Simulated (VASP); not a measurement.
# In3S2 (P4/mmm) in VASP: a series of runs

Runs on In3S2. Level: PBE. Tasks: relaxation of cell and atoms, single point.

All numbers are computed with VASP 6.6.1; they aren't measurements. Logs are shortened: lines on timing, memory, paths and dates and some standing lists are left out, and cuts for length are marked.

**1. The cell of the first run**

It takes space group P4/mmm (No. 123, tetragonal). Conventional cell: a = 5.328 Å, b = 5.328 Å, c = 5.370 Å, α = 90.00°, β = 90.00°, γ = 90.00°. In (site symmetry mmm) has 2 In at 2.66 Å and 2 S at 2.69 Å within 3.5 Å. Within 3.5 Å of In (site symmetry 4/mmm) lie 4 In at 2.66 Å. S (site symmetry mmm) has 2 In at 2.69 Å within 3.5 Å.

The cell was built from a structure type or drawn by symmetry, and may not be a known phase.

**2. Relaxation of cell and atoms, PBE**

INCAR

```
SYSTEM = In3S2
ALGO = Normal
EDIFF = 1E-6
EDIFFG = -0.04
ENCUT = 600
GGA = PE
IBRION = 2
ISIF = 3
ISMEAR = 0
LASPH = .True.
LCHARG = .False.
LREAL = .False.
LWAVE = .False.
NELM = 80
NSW = 90
PREC = Accurate
SIGMA = 0.1
```

KPOINTS

```
k-points
0
Gamma
  4 4 4
  0 0 0
```

POSCAR

```
In3S2
1.0
    5.3282206300      0.0000000000      0.0000000000
    0.0000000000      5.3282206300      0.0000000000
    0.0000000000      0.0000000000      5.3702248300
In S
3 2
Direct
    0.0000000000      0.5000000000      0.5000000000
    0.5000000000      0.0000000000      0.5000000000
    0.0000000000      0.0000000000      0.5000000000
    0.0000000000      0.5000000000      0.0000000000
    0.5000000000      0.0000000000      0.0000000000
```

Potentials or basis: VASP PAW PBE potentials, release 64 (In_d, S).

On the command line:

```
$ cat potpaw_PBE.64/In_d/POTCAR potpaw_PBE.64/S/POTCAR > POTCAR
$ mpirun -np 1 vasp_std > vasp.out
```

OUTCAR:

```text
SYSTEM = In3S2
   EDIFF = 1E-6
   EDIFFG = -0.04
   ENCUT = 600
   GGA = PE
   IBRION = 2
   ISIF = 3
   ISMEAR = 0
   LASPH = .True.
   LREAL = .False.
   NELM = 80
   NSW = 90
   PREC = Accurate

 ion  position               nearest neighbor table
   1  0.000  0.500  0.500-   3 2.66   3 2.66   4 2.69   4 2.69   2 3.77   2 3.77   2 3.77   2 3.77

   2  0.500  0.000  0.500-   3 2.66   3 2.66   5 2.69   5 2.69   1 3.77   1 3.77   1 3.77   1 3.77

   3  0.000  0.000  0.500-   1 2.66   2 2.66   1 2.66   2 2.66
   4  0.000  0.500  0.000-   1 2.69   1 2.69
   5  0.500  0.000  0.000-   2 2.69   2 2.69

  LATTYP: Found a simple tetragonal cell.
 ALAT       =     5.3282206300
 C/A-ratio  =     1.0078833447

  Lattice vectors:

 A1 = (   5.3282206300,   0.0000000000,   0.0000000000)
 A2 = (   0.0000000000,   5.3282206300,   0.0000000000)
 A3 = (   0.0000000000,   0.0000000000,   5.3702248300)

Analysis of symmetry for initial positions (statically):
=====================================================================
 Subroutine PRICEL returns:
 Original cell was already a primitive cell.

 Routine SETGRP: Setting up the symmetry group for a
 simple tetragonal supercell.

 Subroutine GETGRP returns: Found 16 space group operations
 (whereof 16 operations were pure point group operations)
 out of a pool of 16 trial point group operations.

The static configuration has the point symmetry D_4h.

Analysis of symmetry for dynamics (positions and initial velocities):
=====================================================================
 Subroutine PRICEL returns:
 Original cell was already a primitive cell.

 Routine SETGRP: Setting up the symmetry group for a
 simple tetragonal supercell.

 Subroutine GETGRP returns: Found 16 space group operations
 (whereof 16 operations were pure point group operations)
 out of a pool of 16 trial point group operations.

The dynamic configuration has the point symmetry D_4h.

 Subroutine INISYM returns: Found 16 space group operations
 (whereof 16 operations are pure point group operations),
 and found     1 'primitive' translations

----------------------------------------------------------------------------------------

                                     Primitive cell

  volume of cell :     152.4603

  direct lattice vectors                    reciprocal lattice vectors
     5.328220630  0.000000000  0.000000000     0.187679916  0.000000000  0.000000000
     0.000000000  5.328220630  0.000000000     0.000000000  0.187679916  0.000000000
     0.000000000  0.000000000  5.370224830     0.000000000  0.000000000  0.186211943

  length of vectors
     5.328220630  5.328220630  5.370224830     0.187679916  0.187679916  0.186211943

  position of ions in fractional coordinates (direct lattice)
     0.000000000  0.500000000  0.500000000
     0.500000000  0.000000000  0.500000000
     0.000000000  0.000000000  0.500000000
     0.000000000  0.500000000  0.000000000
     0.500000000  0.000000000  0.000000000

  ion indices of the primitive-cell ions
   primitive index   ion index
                 1           1
                 2           2
                 3           3
                 4           4
                 5           5

----------------------------------------------------------------------------------------

 KPOINTS: k-points

Automatic generation of k-mesh.
 Grid dimensions read from file:
 generate k-points for:    4    4    4

 Generating k-lattice:

  Cartesian coordinates                     Fractional coordinates (reciprocal lattice)
     0.046919979  0.000000000  0.000000000     0.250000000  0.000000000  0.000000000
     0.000000000  0.046919979  0.000000000     0.000000000  0.250000000  0.000000000
     0.000000000  0.000000000  0.046552986     0.000000000  0.000000000  0.250000000

  Length of vectors
     0.046919979  0.046919979  0.046552986

  Shift w.r.t. Gamma in fractional coordinates (k-lattice)
     0.000000000  0.000000000  0.000000000

 Subroutine IBZKPT returns following result:
 ===========================================

 Found     18 irreducible k-points:

 Following reciprocal coordinates:
            Coordinates               Weight
  0.000000  0.000000  0.000000      1.000000
  0.250000  0.000000  0.000000      4.000000
  0.500000  0.000000  0.000000      2.000000
  0.250000  0.250000  0.000000      4.000000
  0.500000  0.250000  0.000000      4.000000
  0.500000  0.500000  0.000000      1.000000
[... 10 lines left out ...]
  0.500000  0.250000  0.500000      4.000000
  0.500000  0.500000  0.500000      1.000000
   k-points           NKPTS =     18   k-points in BZ     NKDIM =     18   number of bands    NBANDS=     30
   number of dos      NEDOS =    301   number of ions     NIONS =      5
   total plane-waves  NPLWV = 110592
   dimension x,y,z NGX =    48 NGY =   48 NGZ =   48
   dimension x,y,z NGXF=    96 NGYF=   96 NGZF=   96
   ions per type =               3   2
   NGX,Y,Z   is equivalent  to a cutoff of  14.98, 14.98, 14.86 a.u.
   NGXF,Y,Z  is equivalent  to a cutoff of  29.95, 29.95, 29.72 a.u.
 SYSTEM =  In3S2
   PREC   = accura    normal or accurate (medium, high low for compatibility)
   ISTART =      0    job   : 0-new  1-cont  2-samecut
   ICHARG =      2    charge: 1-file 2-atom 10-const
   ISPIN  =      1    spin polarized calculation?
   LNONCOLLINEAR =      F non collinear calculations
   LSORBIT =      F    spin-orbit coupling
   LASPH  =      T    aspherical Exc in radial PAW
   ENCUT  =  600.0 eV  44.10 Ry    6.64 a.u.  10.64 10.64 10.73*2*pi/ulx,y,z
   NELM   =     80;   NELMIN=  2; NELMDL= -5     # of ELM steps
   EDIFF  = 0.1E-05   stopping-criterion for ELM
   LREAL  =      F    real-space projection
   EDIFFG = -.4E-01   stopping-criterion for IOM
   NSW    =     90    number of steps for IOM
   IBRION =      2    ionic relax: 0-MD 1-quasi-New 2-CG
   NFREE  =      1    steps in history (QN), initial steepest desc. (CG)
   ISIF   =      3    stress and relaxation
   ISYM   =      2    0-nonsym 1-usesym 2-fastsym
   POTIM  = 0.5000    time-step for ionic-motion
   TEBEG  =    0.0;   TEEND  =   0.0 temperature during run
   PSTRESS=    0.0 pullay stress
   NELECT =      51.0000    total number of electrons
   NUPDOWN=      -1.0000    fix difference up-down
   EMIN   =  10.00;   EMAX   =-10.00  energy-range for DOS
   EFERMI =   0.00;   METHOD = LEGACY
   ISMEAR =     0;   SIGMA  =   0.10  broadening in eV -4-tet -1-fermi 0-gaus
   EFERMI_NEDOS =   21; number of points for ismear=-14 and -15
   IALGO  =     38    algorithm
   IMIX   =      4    mixing-type and parameters
     AMIX     =   0.40;   BMIX     =  1.00
     AMIX_MAG =   1.60;   BMIX_MAG =  1.00
  volume/ion in A,a.u.               =      30.49       205.77
  Fermi-wavevector in a.u.,A,eV,Ry     =   1.136438  2.147557 17.571821  1.291492
  Thomas-Fermi vector in A             =   2.273144
   LORBIT       =      0    0 simple, 1 ext, 2 COOP (PROOUT), +10 PAW based schemes
   GGA     = PE    functional components
   LHFCALC =     F    Hartree Fock is set to
   AEXX    =    0.0000 exact exchange contribution
   IVDW    =     0    specifies the selected vdW correction
   LEPSILON=     F    determine dielectric tensor
   LRPA    =     F    only Hartree local field effects (RPA)
 conjugate gradient relaxation of ions
 non-spin polarized calculation
 Gauss-broadening in eV      SIGMA  =   0.10
  energy-cutoff  :      600.00
  volume of cell :      152.46
 maximum number of plane-waves:      5117
 NGX is ok and might be reduce to    48
   NGX = 21   NGY = 21   NGZ = 21

--------------------------------------- Ionic step        1  -------------------------------------------

 number of electron      51.0000018 magnetization

 Free energy of the ion-electron system (eV)
  ---------------------------------------------------
  ext. energy  EPLUGINS =         0.00000000
  ---------------------------------------------------
  free energy    TOTEN  =       -13.47507371 eV

  energy without entropy =      -13.44241564  energy(sigma->0) =      -13.45874468

------------------------ aborting loop because EDIFF is reached ----------------------------------------

  FORCE on cell =-STRESS in cart. coord.  units (eV):
  Direction    XX          YY          ZZ          XY          YZ          ZX
  --------------------------------------------------------------------------------------
  -------------------------------------------------------------------------------------
  Total        6.6625290      6.6625290     -8.3722923      0.0000000      0.0000000      0.0000000
  in kB       70.0152800     70.0152800    -87.9828645      0.0000000      0.0000000      0.0000000
  external PRESSURE =      17.3492318 kB  Pullay stress =       0.0000000 kB

 VOLUME and BASIS-vectors are now :
 -----------------------------------------------------------------------------
  energy-cutoff  :      600.00
  volume of cell :      152.46
      direct lattice vectors                 reciprocal lattice vectors
     5.328220630  0.000000000  0.000000000     0.187679916  0.000000000  0.000000000
     0.000000000  5.328220630  0.000000000     0.000000000  0.187679916  0.000000000
     0.000000000  0.000000000  5.370224830     0.000000000  0.000000000  0.186211943
[... 235 lines left out ...]
 POSITION                                       TOTAL-FORCE (eV/Angst)
 -----------------------------------------------------------------------------------
     -0.00000      3.10795      2.47123        -0.000000      0.000000      0.000000
      3.10795      0.00000      2.47123        -0.000000      0.000000      0.000000
      6.21589      0.00000      2.47123         0.000000     -0.000000      0.000000
     -0.00000      3.10795      4.94246        -0.000000      0.000000      0.000000
      3.10795      0.00000      4.94246        -0.000000      0.000000      0.000000
 -----------------------------------------------------------------------------------
    total drift:                                0.000000      0.000000     -0.000000

  FREE ENERGIE OF THE ION-ELECTRON SYSTEM (eV)
  ---------------------------------------------------
  free  energy   TOTEN  =       -14.8675476550 eV

  energy  without entropy=      -14.8560039595  energy(sigma->0) =      -14.86177581

--------------------------------------- Ionic step        8  -------------------------------------------

 number of electron      50.9999964 magnetization

 Free energy of the ion-electron system (eV)
  ---------------------------------------------------
  ext. energy  EPLUGINS =         0.00000000
  ---------------------------------------------------
  free energy    TOTEN  =       -14.86912801 eV

  energy without entropy =      -14.85699085  energy(sigma->0) =      -14.86305943

 E-fermi :   2.1081     XC(G=0):  -7.5283

 val. band max:        2.0693234853   @ k =   0.2500   0.0000   0.5000
 cond. band min:       2.1354800918   @ k =   0.0000   0.0000   0.2500
 fundamental gap:      0.0661566065
 Fermi energy:         2.1081487620

 k-point     1 :       0.0000    0.0000    0.0000
  band No.  band energies     occupation
      1     -12.8821      2.00000
      2     -12.8713      2.00000
      3     -12.7595      2.00000
      4     -12.6964      2.00000
      5     -12.6400      2.00000
      6     -12.5888      2.00000
[... 605 lines left out ...]
 POSITION                                       TOTAL-FORCE (eV/Angst)
 -----------------------------------------------------------------------------------
     -0.00000      3.09636      2.47941         0.000000     -0.000000      0.000000
      3.09636      0.00000      2.47941        -0.000000      0.000000      0.000000
     -0.00000      0.00000      2.47941        -0.000000      0.000000      0.000000
      0.00000      3.09636     -0.00000        -0.000000      0.000000      0.000000
      3.09636      0.00000      0.00000        -0.000000      0.000000      0.000000
 -----------------------------------------------------------------------------------
    total drift:                                0.000000      0.000000     -0.000000

  FREE ENERGIE OF THE ION-ELECTRON SYSTEM (eV)
  ---------------------------------------------------
  free  energy   TOTEN  =       -14.8691280095 eV

  energy  without entropy=      -14.8569908458  energy(sigma->0) =      -14.86305943

 reached required accuracy - stopping structural energy minimisation
```

It took 6 min on 1 thread of Intel Xeon 6975P-C (Granite Rapids), shared host; peak memory 0.37 GiB.

Results:

```
Free energy                           : -14.8691 eV
Relaxed volume                        : 38.03 Å³/atom
Relaxed cell                          : a = 6.193 Å, b = 6.193 Å, c = 4.959 Å, α = 90.00°, β = 90.00°, γ = 90.00°
Space group after relaxing (to 0.1 Å) : P4/mmm (No. 123)
Energy gained by relaxing             : 278.8 meV/atom
Ionic steps                           : 8
Pressure after relaxing               : 0.1 GPa
Band gap on the k mesh                : zero (an odd number of electrons rules out a gap without spin polarisation)
```

Step by step:
```tsv
step	energy change (eV)	largest force (eV/Å)	pressure (GPa)	volume (Å³)
1	0.0000	0.0000	1.73	152.46
2	-1.0723	0.0000	3.18	158.74
3	-1.0985	0.0000	4.18	159.77
4	-1.3802	0.0000	0.22	183.80
5	-1.3848	0.0000	-0.30	188.92
6	-1.3850	0.0000	-0.24	188.22
7	-1.3925	0.0000	0.20	190.96
8	-1.3941	0.0000	0.06	190.17
```

Final structure:
```
In S
1.0
     6.19273    0.00000    0.00000
     0.00000    6.19273    0.00000
     0.00000    0.00000    4.95881
In S
3 2
Cartesian
  0.0000 3.0964 2.4794
  3.0964 0.0000 2.4794
  0.0000 0.0000 2.4794
  0.0000 3.0964 0.0000
  3.0964 0.0000 0.0000
```

Caveat: the volume moved by over 15 % at a fixed basis, so the end points are rough; spin-orbit coupling is left out, which moves the levels of the heavy elements.

**3. Single point, PBE**

This run uses another cell than the first one, of 38.66 Å³/atom.

INCAR

```
  PREC = Accurate
  ENCUT = 520
  EDIFF = 1E-7
  ISMEAR = 0
  SIGMA = 0.1
  LREAL = False
  LASPH = True
  NELM = 60
  ALGO = Normal
  ISIF = 2
  LWAVE = False
  LCHARG = False
  GGA = PE
  NBANDS = 34
```

KPOINTS

```
Automatic mesh
0
Gamma
  6 6 8
```

Changes to POSCAR since step 2:

```diff
@@ -2,5 +2,5 @@
 1.0
-    5.3282206300      0.0000000000      0.0000000000
-    0.0000000000      5.3282206300      0.0000000000
-    0.0000000000      0.0000000000      5.3702248300
+    6.2538377671      0.0000000000      0.0000000000
+    0.0000000000      6.2538377671      0.0000000000
+    0.0000000000      0.0000000000      4.9423689294
 In S
```

Potentials or basis: VASP PAW PBE potentials, release 64 (In_d, S).

On the command line:

```
$ cat potpaw_PBE.64/In_d/POTCAR potpaw_PBE.64/S/POTCAR > POTCAR
$ mpirun -np 1 vasp_std > vasp.out
```

OUTCAR:

```text
PREC = Accurate
   ENCUT = 520
   EDIFF = 1E-7
   ISMEAR = 0
   LREAL = False
   LASPH = True
   NELM = 60
   ISIF = 2
   GGA = PE

 ion  position               nearest neighbor table
   1  0.000  0.500  0.500-   4 2.47   4 2.47   3 3.13   3 3.13
   2  0.500  0.000  0.500-   5 2.47   5 2.47   3 3.13   3 3.13
   3  0.000  0.000  0.500-   1 3.13   2 3.13   1 3.13   2 3.13
   4  0.000  0.500  0.000-   1 2.47   1 2.47
   5  0.500  0.000  0.000-   2 2.47   2 2.47

[... 1091 lines left out ...]
  Direction    XX          YY          ZZ          XY          YZ          ZX
  --------------------------------------------------------------------------------------
  -------------------------------------------------------------------------------------
  Total        0.0119579      0.0119579     -0.0061758      0.0000000      0.0000000     -0.0000000
  in kB        0.0991144      0.0991144     -0.0511892      0.0000000      0.0000000     -0.0000000
  external PRESSURE =       0.0490132 kB  Pullay stress =       0.0000000 kB

 VOLUME and BASIS-vectors are now :
 -----------------------------------------------------------------------------
  energy-cutoff  :      520.00
  volume of cell :      193.30
      direct lattice vectors                 reciprocal lattice vectors
     6.253837767  0.000000000  0.000000000     0.159901813  0.000000000  0.000000000
     0.000000000  6.253837767  0.000000000     0.000000000  0.159901813  0.000000000
     0.000000000  0.000000000  4.942368929     0.000000000  0.000000000  0.202332123

 POSITION                                       TOTAL-FORCE (eV/Angst)
 -----------------------------------------------------------------------------------
      0.00000      3.12692      2.47118         0.000000      0.000000      0.000000
      3.12692      0.00000      2.47118         0.000000      0.000000      0.000000
      0.00000      0.00000      2.47118         0.000000      0.000000      0.000000
      0.00000      3.12692      0.00000         0.000000      0.000000      0.000000
      3.12692      0.00000      0.00000         0.000000      0.000000      0.000000
 -----------------------------------------------------------------------------------
    total drift:                                0.000000      0.000000     -0.000000

  FREE ENERGIE OF THE ION-ELECTRON SYSTEM (eV)
  ---------------------------------------------------
  free  energy   TOTEN  =       -15.0389408824 eV

  energy  without entropy=      -15.0339646355  energy(sigma->0) =      -15.03645276
```

stdout:

```text
POSCAR found type information on POSCAR InS
 POSCAR found :  2 types and       5 ions
 scaLAPACK will be used
 LDA part: xc-table for (Slater+PW92), standard interpolation
 POSCAR, INCAR and KPOINTS ok, starting setup
 FFT: planning ... GRIDC
 FFT: planning ... GRID_SOFT
 FFT: planning ... GRID
 WAVECAR not read
 entering main loop
```

Run time: 3.1 min. Hardware: 1 thread of Intel Xeon 6975P-C (Granite Rapids), shared host; peak memory 0.43 GiB.

Results:

| Item | Value |
| --- | --- |
| Free energy | -15.0389 eV |
| Pressure | 0.0 GPa |
| Band gap on the k mesh | zero (an odd number of electrons rules out a gap without spin polarisation) |

Caveat: spin-orbit coupling is left out, which moves the levels of the heavy elements.
